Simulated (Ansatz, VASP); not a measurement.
## InF3: VASP beside Ansatz

File INCAR:

```
SYSTEM = InF3
PREC     = Accurate       ! precision mode
ENCUT    = 520            ! plane-wave cutoff, eV
EDIFF    = 1E-8           ! SCF threshold, eV
ISMEAR   = 0              ! smearing method
SIGMA    = 0.01           ! smearing width, eV
LREAL    = .False.        ! projectors in reciprocal space
LASPH    = .True.         ! aspherical terms in the spheres
NELM     = 100            ! most SCF steps
ALGO     = Normal         ! electronic algorithm
ISIF     = 2              ! what is computed and relaxed
LWAVE    = .False.        ! write WAVECAR
LCHARG   = .False.        ! write CHGCAR
GGA      = CA             ! functional
LEFG     = .True.       
NBANDS   = 44             ! bands
```

KPOINTS

```
Automatic mesh
0
Gamma
  6 6 6
  0 0 0
```

File POSCAR:

```
InF3
1.0
    2.5418391925      1.4675315420      4.8528498112
   -2.5418391925      1.4675315420      4.8528498112
    0.0000000000     -2.9350630841      4.8528498112
In F
2 6
Direct
    0.0000000000      0.0000000000      0.0000000000
    0.5000000000      0.5000000000      0.5000000000
    0.9041020636      0.5958979364      0.2500000000
    0.2500000000      0.9041020636      0.5958979364
    0.5958979364      0.2500000000      0.9041020636
    0.0958979364      0.4041020636      0.7500000000
    0.7500000000      0.0958979364      0.4041020636
    0.4041020636      0.7500000000      0.0958979364
```

Input for Ansatz:

```yaml
crystal:
  lattice:
    - [2.5418391925, 1.467531542, 4.8528498112]
    - [-2.5418391925, 1.467531542, 4.8528498112]
    - [0.0, -2.9350630841, 4.8528498112]
  atoms:
    - { symbol: In, position: [0.0, 0.0, 0.0] }
    - { symbol: In, position: [0.5, 0.5, 0.5] }
    - { symbol: F, position: [0.9041020636, 0.5958979364, 0.25] }
    - { symbol: F, position: [0.25, 0.9041020636, 0.5958979364] }
    - { symbol: F, position: [0.5958979364, 0.25, 0.9041020636] }
    - { symbol: F, position: [0.0958979364, 0.4041020636, 0.75] }
    - { symbol: F, position: [0.75, 0.0958979364, 0.4041020636] }
    - { symbol: F, position: [0.4041020636, 0.75, 0.0958979364] }
basis:
  ecutwfc: 420
kpoints:
  mp_grid: { grid: [6, 6, 6] }
hamiltonian:
  xc: lda
scf:
  occupations: { method: fixed }
output:
  forces: true
  stress: true
  eigenvalues: true
  efg: {}
checkpoint:
  read: start.run
  write: ck
  compress: false
  write_wavefunctions: false
  write_every: 100000
```

Alike in both runs: task electric field gradients; functional LDA; k mesh 6 × 6 × 6; no spin polarisation.

```csv
,VASP,Ansatz
version,VASP 6.6.1,Ansatz 0.2.0
potentials or method,"VASP PAW LDA potentials, release 64 (In_d, F), cutoff 520 eV","scalar-relativistic, plane waves, PAW"
occupations,"gaussian, width 0.01 eV",fixed
valence electrons in the cell,68,68
```

```tsv
	VASP	Ansatz	Ansatz less VASP
gap on the k mesh at the Fermi level (eV)	4.26	4.27	+0.009
least direct gap on the mesh (eV)	4.26	4.27	+0.008
pressure (GPa)	0.6	0.0	-0.59
traceless stress, the component that is largest in VASP (GPa)	0.09	0.01	-0.082
rms of the force components (eV/Å)	0.024	0.000	-0.0239
size of Vzz on the site where it differs most (V/Å²)	20.1	21.2	+1.09
```

LDA's correlation is that of Perdew and Zunger in VASP and of Perdew and Wang (1992) in Ansatz. Atom by atom the forces differ by 0.024 eV/Å (rms over components).
